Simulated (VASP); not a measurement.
A run of VASP 6.6.1 is set up as follows.

INCAR

```
PREC = Accurate ; ENCUT = 520
EDIFF = 1E-8 ; ISMEAR = -1
SIGMA = 0.08 ; LREAL = F
LASPH = T ; NELM = 120
ALGO = Normal ; ISIF = 2
LWAVE = F ; LCHARG = F
LEFG = T ; NBANDS = 16
GGA_COMPAT = F
```

Contents of KPOINTS:

```
Automatic mesh
0
Gamma
  11 11 11
```

Contents of POSCAR:

```
Mg2Sn
1.0
    0.0000000000      3.4239722052      3.4239722052
    3.4239722052      0.0000000000      3.4239722052
    3.4239722052      3.4239722052      0.0000000000
Mg Sn
2 1
Direct
    0.2500000000      0.2500000000      0.2500000000
    0.7500000000      0.7500000000      0.7500000000
    0.0000000000      0.0000000000      0.0000000000
```

Potentials or basis: VASP PAW LDA potentials, release 64 (Mg, Sn_d).

Run with:

```bash
$ cat potpaw_LDA.64/Mg/POTCAR potpaw_LDA.64/Sn_d/POTCAR > POTCAR
$ mpirun -np 1 vasp_std > vasp.out
```

**Question.** What does it give for the band gap on the k mesh?

**Answer.** Zero (band 9 reaches 3.80 eV, above the bottom of band 10 at 3.58 eV).

**Question.** Estimate the pressure.

**Answer.** -3.5 GPa.

Caveat: without QUAD_EFG the Cq values of the log hold for a quadrupole moment of 1 mb, not for the nuclei; spin-orbit coupling is left out, which moves the levels of the heavy elements.
